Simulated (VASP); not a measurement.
# AlN (P1) in VASP: a series of runs, part 2 of 2

VASP 6.6.1.

## Step 3: Single point, PBE

Contents of INCAR:

```
SYSTEM = AlN
PREC = Accurate
ENCUT = 520
EDIFF = 1E-6
ISMEAR = 0
SIGMA = 0.01
LREAL = .FALSE.
LASPH = .TRUE.
NELM = 100
ALGO = Normal
ISIF = 2
LWAVE = .FALSE.
LCHARG = .FALSE.
GGA = PE
NBANDS = 16
```

Contents of KPOINTS:

```
Automatic mesh
0
G
  6 6 4
  0 0 0
```

Contents of POSCAR:

```
AlN
1.0
    3.1123100000     -0.0547700000     -0.0638500000
   -1.6035900000      2.7364600000      0.0347400000
   -0.1021600000      0.0052000000      4.8832600000
Al N
2 2
Direct
    0.3322200000      0.6614300000      0.9991100000
    0.6746581575      0.3365751473      0.4967326149
    0.3327400000      0.6623700000      0.3821700000
    0.6583600000      0.3304500000      0.8792000000
```

Potentials or basis: VASP PAW PBE potentials, release 64 (Al, N).

Command:

```
> cat potpaw_PBE.64/Al/POTCAR potpaw_PBE.64/N/POTCAR > POTCAR
> mpirun -np 1 vasp_std > vasp.out
```

OUTCAR:

```text
SYSTEM = AlN
   PREC = Accurate
   ENCUT = 520
   EDIFF = 1E-6
   ISMEAR = 0
   LREAL = .FALSE.
   LASPH = .TRUE.
   NELM = 100
   ISIF = 2
   GGA = PE

 ion  position               nearest neighbor table
   1  0.332  0.661  0.999-   4 1.87   3 1.87   4 1.90   4 1.91   2 2.96   2 2.99   2 3.04   2 3.04
                             2 3.06   2 3.11
   2  0.675  0.337  0.497-   3 1.86   4 1.87   3 1.89   3 1.91   1 2.96   1 2.99   1 3.04   1 3.04
                             1 3.06   1 3.11
   3  0.333  0.662  0.382-   2 1.86   1 1.87   2 1.89   2 1.91
   4  0.658  0.330  0.879-   1 1.87   2 1.87   1 1.90   1 1.91

  LATTYP: Found a triclinic cell.
 ALAT       =     3.0771000449
 B/A-ratio  =     2.3047388449
 C/A-ratio  =     1.0308067523
 COS(alpha) =     0.0054542096
 COS(beta)  =     0.5038767421
 COS(gamma) =     0.6294778087

  Lattice vectors:

 A1 = (  -1.5087200000,  -2.6816900000,   0.0291100000)
 A2 = (  -4.5188700000,  -2.6321200000,  -4.7903000000)
 A3 = (   1.6035900000,  -2.7364600000,  -0.0347400000)

Analysis of symmetry for initial positions (statically):
=====================================================================
 Subroutine PRICEL returns:
 Original cell was already a primitive cell.

 Routine SETGRP: Setting up the symmetry group for a
 triclinic supercell.

 Subroutine GETGRP returns: Found  1 space group operations
 (whereof  1 operations were pure point group operations)
 out of a pool of  2 trial point group operations.

The static configuration has the point symmetry C_1 .

Analysis of symmetry for dynamics (positions and initial velocities):
=====================================================================
 Subroutine PRICEL returns:
 Original cell was already a primitive cell.

 Routine SETGRP: Setting up the symmetry group for a
 triclinic supercell.

 Subroutine GETGRP returns: Found  1 space group operations
 (whereof  1 operations were pure point group operations)
 out of a pool of  2 trial point group operations.

The dynamic configuration has the point symmetry C_1 .

 Subroutine INISYM returns: Found  1 space group operations
 (whereof  1 operations are pure point group operations),
 and found     1 'primitive' translations

----------------------------------------------------------------------------------------

                                     Primitive cell

  volume of cell :      41.1427

  direct lattice vectors                    reciprocal lattice vectors
     3.112310000 -0.054770000 -0.063850000     0.324787898  0.190244920  0.006592125
    -1.603590000  2.736460000  0.034740000     0.006492618  0.369243635 -0.000257365
    -0.102160000  0.005200000  4.883260000     0.004200504 -0.000139330  0.204869257

  length of vectors
     3.113446661  3.171895504  4.884331268     0.376462168  0.369300802  0.204912362

  position of ions in fractional coordinates (direct lattice)
     0.332220000  0.661430000  0.999110000
     0.674658157  0.336575147  0.496732615
     0.332740000  0.662370000  0.382170000
     0.658360000  0.330450000  0.879200000

  ion indices of the primitive-cell ions
   primitive index   ion index
                 1           1
                 2           2
                 3           3
[... 29 lines left out ...]
            Coordinates               Weight
  0.000000  0.000000  0.000000      1.000000
  0.166667  0.000000  0.000000      2.000000
  0.333333 -0.000000  0.000000      2.000000
  0.500000  0.000000  0.000000      1.000000
  0.000000  0.166667  0.000000      2.000000
  0.166667  0.166667 -0.000000      2.000000
[... 16 lines left out ...]
  0.333333 -0.000000  0.250000      2.000000
  0.500000 -0.000000  0.250000      2.000000
 [... further k-points ...]
   k-points           NKPTS =     76   k-points in BZ     NKDIM =     76   number of bands    NBANDS=     16
   number of dos      NEDOS =    301   number of ions     NIONS =      4
   total plane-waves  NPLWV =  20736
   dimension x,y,z NGX =    24 NGY =   24 NGZ =   36
   dimension x,y,z NGXF=    48 NGYF=   48 NGZF=   72
   ions per type =               2   2
   NGX,Y,Z   is equivalent  to a cutoff of  12.82, 12.58, 12.25 a.u.
   NGXF,Y,Z  is equivalent  to a cutoff of  25.63, 25.16, 24.51 a.u.
 SYSTEM =  AlN
   PREC   = accura    normal or accurate (medium, high low for compatibility)
   ISTART =      0    job   : 0-new  1-cont  2-samecut
   ICHARG =      2    charge: 1-file 2-atom 10-const
   ISPIN  =      1    spin polarized calculation?
   LNONCOLLINEAR =      F non collinear calculations
   LSORBIT =      F    spin-orbit coupling
   LASPH  =      T    aspherical Exc in radial PAW
   ENCUT  =  520.0 eV  38.22 Ry    6.18 a.u.   5.79  5.90  9.08*2*pi/ulx,y,z
   NELM   =    100;   NELMIN=  2; NELMDL= -5     # of ELM steps
   EDIFF  = 0.1E-05   stopping-criterion for ELM
   LREAL  =      F    real-space projection
   EDIFFG = 0.1E-04   stopping-criterion for IOM
   NSW    =      0    number of steps for IOM
   IBRION =     -1    ionic relax: 0-MD 1-quasi-New 2-CG
   NFREE  =      0    steps in history (QN), initial steepest desc. (CG)
   ISIF   =      2    stress and relaxation
   ISYM   =      2    0-nonsym 1-usesym 2-fastsym
   POTIM  = 0.5000    time-step for ionic-motion
   TEBEG  =    0.0;   TEEND  =   0.0 temperature during run
   PSTRESS=    0.0 pullay stress
   NELECT =      16.0000    total number of electrons
   NUPDOWN=      -1.0000    fix difference up-down
   EMIN   =  10.00;   EMAX   =-10.00  energy-range for DOS
   EFERMI =   0.00;   METHOD = LEGACY
   ISMEAR =     0;   SIGMA  =   0.01  broadening in eV -4-tet -1-fermi 0-gaus
   EFERMI_NEDOS =   21; number of points for ismear=-14 and -15
   IALGO  =     38    algorithm
   IMIX   =      4    mixing-type and parameters
     AMIX     =   0.40;   BMIX     =  1.00
     AMIX_MAG =   1.60;   BMIX_MAG =  1.00
  volume/ion in A,a.u.               =      10.29        69.41
  Fermi-wavevector in a.u.,A,eV,Ry     =   1.194952  2.258132 19.427894  1.427910
  Thomas-Fermi vector in A             =   2.330929
   LORBIT       =      0    0 simple, 1 ext, 2 COOP (PROOUT), +10 PAW based schemes
   GGA     = PE    functional components
   LHFCALC =     F    Hartree Fock is set to
   AEXX    =    0.0000 exact exchange contribution
   IVDW    =     0    specifies the selected vdW correction
   LEPSILON=     F    determine dielectric tensor
   LRPA    =     F    only Hartree local field effects (RPA)
 non-spin polarized calculation
 Gauss-broadening in eV      SIGMA  =   0.01
  energy-cutoff  :      520.00
  volume of cell :       41.14
 maximum number of plane-waves:      1120
   NGX = 11   NGY = 11   NGZ = 19

 number of electron      15.9999999 magnetization

 Free energy of the ion-electron system (eV)
  ---------------------------------------------------
  ext. energy  EPLUGINS =         0.00000000
  ---------------------------------------------------
  free energy    TOTEN  =       -29.67510343 eV

  energy without entropy =      -29.67510343  energy(sigma->0) =      -29.67510343

 E-fermi :   6.5154     XC(G=0): -10.9773

 val. band max:        6.4565125160   @ k =   0.0000   0.0000   0.0000
 cond. band min:      10.6203357876   @ k =   0.0000   0.0000   0.0000
 fundamental gap:      4.1638232717
 Fermi energy:         6.5153706654

 k-point     1 :       0.0000    0.0000    0.0000
  band No.  band energies     occupation
      1      -8.9791      2.00000
      2      -6.6795      2.00000
      3       0.3145      2.00000
      4       5.2144      2.00000
      5       5.4549      2.00000
      6       5.9538      2.00000
[... 433 lines left out ...]
      3       0.6068      2.00000
      4       1.5023      2.00000
      5       3.7954      2.00000
      6       4.0790      2.00000
[... 8 lines left out ...]
     15      19.0726      0.00000
     16      21.1074      0.00000

 [... further k-points ...]

------------------------ aborting loop because EDIFF is reached ----------------------------------------

  FORCE on cell =-STRESS in cart. coord.  units (eV):
  Direction    XX          YY          ZZ          XY          YZ          ZX
  --------------------------------------------------------------------------------------
  -------------------------------------------------------------------------------------
  Total        1.4303654      0.5426489      3.2161969      1.4872407     -0.1962451      1.1823402
  in kB       55.7011738     21.1317876    125.2448748     57.9160043     -7.6421589     46.0425958
  external PRESSURE =      67.3592787 kB  Pullay stress =       0.0000000 kB

 VOLUME and BASIS-vectors are now :
 -----------------------------------------------------------------------------
  energy-cutoff  :      520.00
  volume of cell :       41.14
      direct lattice vectors                 reciprocal lattice vectors
     3.112310000 -0.054770000 -0.063850000     0.324787898  0.190244920  0.006592125
    -1.603590000  2.736460000  0.034740000     0.006492618  0.369243635 -0.000257365
    -0.102160000  0.005200000  4.883260000     0.004200504 -0.000139330  0.204869257

 POSITION                                       TOTAL-FORCE (eV/Angst)
 -----------------------------------------------------------------------------------
     -0.12876      1.79698      4.88068         0.199182      0.179606     -0.393420
      1.50927      0.88666      2.39429        -0.399691     -0.383213     -0.065922
     -0.06562      1.79631      1.86800         0.374959      0.362533      0.050090
      1.42930      0.87278      4.26281        -0.174450     -0.158925      0.409252
 -----------------------------------------------------------------------------------
    total drift:                                0.000025      0.000596      0.000776

  FREE ENERGIE OF THE ION-ELECTRON SYSTEM (eV)
  ---------------------------------------------------
  free  energy   TOTEN  =       -29.6751034343 eV

  energy  without entropy=      -29.6751034343  energy(sigma->0) =      -29.67510343
```

It took 66 s on 1 thread of AMD EPYC, shared host; peak memory 0.14 GiB.

Results:

| Item | Value |
| --- | --- |
| Free energy | -29.6751 eV |
| Pressure | 6.7 GPa |
| Largest force | 0.558 eV/Å |
| Band gap on the k mesh | 4.16 eV, direct |

Forces on the atoms (eV/Å):
```
Al   0.199  0.180 -0.393
Al  -0.400 -0.383 -0.066
N    0.375  0.363  0.050
N   -0.174 -0.159  0.409
```

As with any semilocal functional, this PBE gap is likely too small.

## Step 4: Single point, PBE

This run uses another cell than the first one, of 10.23 Å³/atom, 0.995 times its volume.

Contents of INCAR:

```
PREC = Accurate
ENCUT = 520
EDIFF = 1E-7
ISMEAR = 0
SIGMA = 0.01
LREAL = F
LASPH = T
NELM = 60
ALGO = Normal
ISIF = 2
LWAVE = F
LCHARG = F
GGA = PE
NBANDS = 16
```

Contents of KPOINTS:

```
Automatic mesh
0
Gamma
  6 6 4
```

Contents of POSCAR:

```
AlN
1.0
    3.1071141473     -0.0546785641     -0.0637434055
   -1.6009128832      2.7318916109      0.0346820032
   -0.1019894488      0.0051913188      4.8751076309
Al N
2 2
Direct
    0.3322200000      0.6614300000      0.9991100000
    0.6747900000      0.3365700000      0.5008300000
    0.3327400000      0.6623700000      0.3821700000
    0.6583600000      0.3304500000      0.8792000000
```

Command:

```
> cat potpaw_PBE.64/Al/POTCAR potpaw_PBE.64/N/POTCAR > POTCAR
> mpirun -np 1 vasp_std > vasp.out
```

It took 73 s on 1 thread of AMD EPYC, shared host; peak memory 0.14 GiB.

The run converged. Its results:

```
Free energy            : -29.6594 eV
Pressure               : 8.0 GPa
Largest force          : 0.771 eV/Å
Band gap on the k mesh : 4.23 eV, direct
```

Forces on the atoms (eV/Å):
```
Al   0.217  0.182 -0.229
Al  -0.387 -0.373 -0.553
N    0.360  0.354  0.177
N   -0.190 -0.163  0.605
```

Stress tensor (GPa, compression positive):
```
 6.18  5.82  4.59
 5.82  2.76 -0.77
 4.59 -0.77 15.08
```

Levels at points of the mesh, in eV from the valence-band top:
| k point | band 5 | band 6 | band 7 | band 8 | band 9 | band 10 | band 11 | band 12 |
| --- | --- | --- | --- | --- | --- | --- | --- | --- |
| (0.00, 0.00, 0.00) | -0.96 | -0.48 | -0.30 | 0.00 | 4.23 | 6.43 | 10.55 | 10.72 |
| (0.50, 0.00, 0.00) | -3.37 | -2.54 | -1.90 | -0.93 | 5.33 | 5.78 | 7.97 | 10.33 |
| (0.00, 0.50, 0.00) | -3.56 | -2.31 | -1.92 | -0.79 | 5.69 | 5.85 | 8.10 | 10.30 |
| (0.50, 0.50, 0.00) | -3.52 | -2.13 | -1.98 | -0.64 | 5.88 | 5.96 | 8.36 | 10.27 |
| (0.00, 0.00, 0.50) | -0.91 | -0.76 | -0.69 | -0.57 | 6.34 | 6.39 | 10.27 | 10.51 |
| (0.50, 0.00, 0.50) | -1.88 | -1.81 | -1.62 | -1.24 | 5.10 | 5.29 | 8.89 | 9.54 |
| (0.00, 0.50, 0.50) | -1.71 | -1.68 | -1.44 | -1.36 | 5.30 | 5.37 | 9.32 | 9.33 |
| (0.50, 0.50, 0.50) | -1.68 | -1.50 | -1.40 | -1.24 | 5.22 | 5.51 | 9.13 | 9.72 |

PBE gaps usually lie below the measured ones, often by a third to a half.

## Step 5: Single point, PBE

This run uses another cell than the first one, of 10.34 Å³/atom, 1.005 times its volume.

Contents of INCAR:

```
PREC     = Accurate       # precision mode
ENCUT    = 520            # plane-wave cutoff, eV
EDIFF    = 1E-6           # SCF threshold, eV
ISMEAR   = 0              # smearing method
SIGMA    = 0.01           # smearing width, eV
LREAL    = False          # projectors in reciprocal space
LASPH    = True           # aspherical terms in the spheres
NELM     = 80             # most SCF steps
ALGO     = Normal         # electronic algorithm
ISIF     = 2              # what is computed and relaxed
LWAVE    = False          # write WAVECAR
LCHARG   = False          # write CHGCAR
GGA      = PE             # functional
NBANDS   = 16             # bands
```

Contents of KPOINTS:

```
regular mesh
0
Gamma
  6 6 4
```

Contents of POSCAR:

```
AlN
1.0
    3.1174885620     -0.0548611316     -0.0639562398
   -1.6062582079      2.7410131864      0.0347978038
   -0.1023299837      0.0052086523      4.8913852396
Al N
2 2
Direct
    0.3322200000      0.6614300000      0.9991100000
    0.6747900000      0.3365700000      0.5008300000
    0.3327400000      0.6623700000      0.3821700000
    0.6583600000      0.3304500000      0.8792000000
```

Command:

```
> cat potpaw_PBE.64/Al/POTCAR potpaw_PBE.64/N/POTCAR > POTCAR
> mpirun -np 1 vasp_std > vasp.out
```

It took 75 s on 1 thread of AMD EPYC, shared host; peak memory 0.14 GiB.

Results (log left out):

- Free energy: -29.6774 eV
- Pressure: 5.8 GPa
- Largest force: 0.743 eV/Å
- Band gap on the k mesh: 4.15 eV, direct

Forces in eV/Å, atoms in the order of the input:
```
Al   0.198  0.176 -0.213
Al  -0.377 -0.362 -0.527
N    0.349  0.342  0.162
N   -0.170 -0.157  0.579
```

Stress tensor (GPa, compression positive):
```
 3.96  5.70  4.57
 5.70  0.69 -0.74
 4.57 -0.74 12.75
```

Levels at points of the mesh, in eV from the valence-band top:
| k point | band 5 | band 6 | band 7 | band 8 | band 9 | band 10 | band 11 | band 12 |
| --- | --- | --- | --- | --- | --- | --- | --- | --- |
| (0.00, 0.00, 0.00) | -0.96 | -0.47 | -0.30 | 0.00 | 4.15 | 6.35 | 10.48 | 10.64 |
| (0.50, 0.00, 0.00) | -3.35 | -2.52 | -1.88 | -0.93 | 5.30 | 5.76 | 7.89 | 10.26 |
| (0.00, 0.50, 0.00) | -3.53 | -2.30 | -1.91 | -0.79 | 5.66 | 5.83 | 8.01 | 10.23 |
| (0.50, 0.50, 0.00) | -3.50 | -2.11 | -1.97 | -0.64 | 5.84 | 5.94 | 8.27 | 10.20 |
| (0.00, 0.00, 0.50) | -0.90 | -0.76 | -0.68 | -0.57 | 6.25 | 6.31 | 10.19 | 10.43 |
| (0.50, 0.00, 0.50) | -1.86 | -1.80 | -1.61 | -1.23 | 5.07 | 5.25 | 8.83 | 9.48 |
| (0.00, 0.50, 0.50) | -1.70 | -1.67 | -1.43 | -1.35 | 5.27 | 5.34 | 9.26 | 9.27 |
| (0.50, 0.50, 0.50) | -1.67 | -1.49 | -1.39 | -1.23 | 5.19 | 5.48 | 9.07 | 9.66 |

## Step 6: Overview

| cell | gap on the mesh (eV) | pressure (GPa) | largest force (eV/Å) |
| --- | --- | --- | --- |
| a = 3.113, b = 3.172, c = 4.884 Å, angles 88.7, 92.4, 121.4°, 4 atoms | 4.16 | 6.7 | 0.56 |
| a = 3.108, b = 3.167, c = 4.876 Å, angles 88.7, 92.4, 121.4°, 4 atoms | 4.23 | 8.0 | 0.77 |
| a = 3.119, b = 3.177, c = 4.892 Å, angles 88.7, 92.4, 121.4°, 4 atoms | 4.15 | 5.8 | 0.74 |

Some of these runs hold the atoms at other places in the same cell, which the table doesn't show; runs alike in all that it shows share one row.

Alike in all rows: task single point; level PBE; potentials or basis VASP PAW PBE potentials, release 64 (Al, N); no spin polarisation; k mesh 6 × 6 × 4; cutoff (eV) 520; smearing gaussian 0.01 eV.

Total energies depend on the potentials used, so only differences within one code and one set of settings carry meaning.
